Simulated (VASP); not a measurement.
Write the native input for VASP 6.6.1 that does the following.

```
Task                   : single point
Functional             : PBE
Potentials or basis    : VASP PAW PBE potentials, release 64 (Sr_sv, O)
Cutoff                 : 520 eV
k mesh                 : 8 × 8 × 8
Occupations            : gaussian, width 0.05 eV
Spin                   : no spin polarisation
Dipole correction      : no
Further INCAR settings : ALGO = Normal; EDIFF = 1e-07; NBANDS = 15
```

The structure of SrO lies in POSCAR:

```
SrO
1.0
    0.0064934794      2.5973917585      2.5973917585
    2.5973917585      0.0064934794      2.5973917585
    2.6038852379      2.6038852379      0.0000000000
Sr O
1 1
Direct
    0.0000000000      0.0000000000      0.0000000000
    0.5000000000      0.5000000000      0.5000000000
```

This cell differs from its parent crystal: strain +0.0050 x Voigt [0, 0, 0, 0, 0, 1].

These files were run (other wordings do the same):

INCAR

```
  ALGO = Normal
  EDIFF = 1E-7
  ENCUT = 520
  GGA = PE
  ISIF = 2
  ISMEAR = 0
  LASPH = T
  LCHARG = F
  LREAL = F
  LWAVE = F
  NBANDS = 15
  NELM = 100
  PREC = Accurate
  SIGMA = 0.05
```

KPOINTS

```
k-points
0
Gamma
  8 8 8
```

Potentials or basis: VASP PAW PBE potentials, release 64 (Sr_sv, O).

The run is started by

```bash
$ cat potpaw_PBE.64/Sr_sv/POTCAR potpaw_PBE.64/O/POTCAR > POTCAR
$ mpirun -np 1 vasp_std > vasp.out
```

Results of the run:

| Item | Value |
| --- | --- |
| Pressure | 0.5 GPa |
| Band gap on the k mesh | 3.27 eV, indirect (least direct gap 3.38 eV) |

Caveat: the cell differs from its parent crystal (strain +0.0050 x Voigt [0, 0, 0, 0, 0, 1]).

Wall time 72 s on 1 thread of AMD EPYC 7R13 (shared host), peak memory 0.16 GiB.
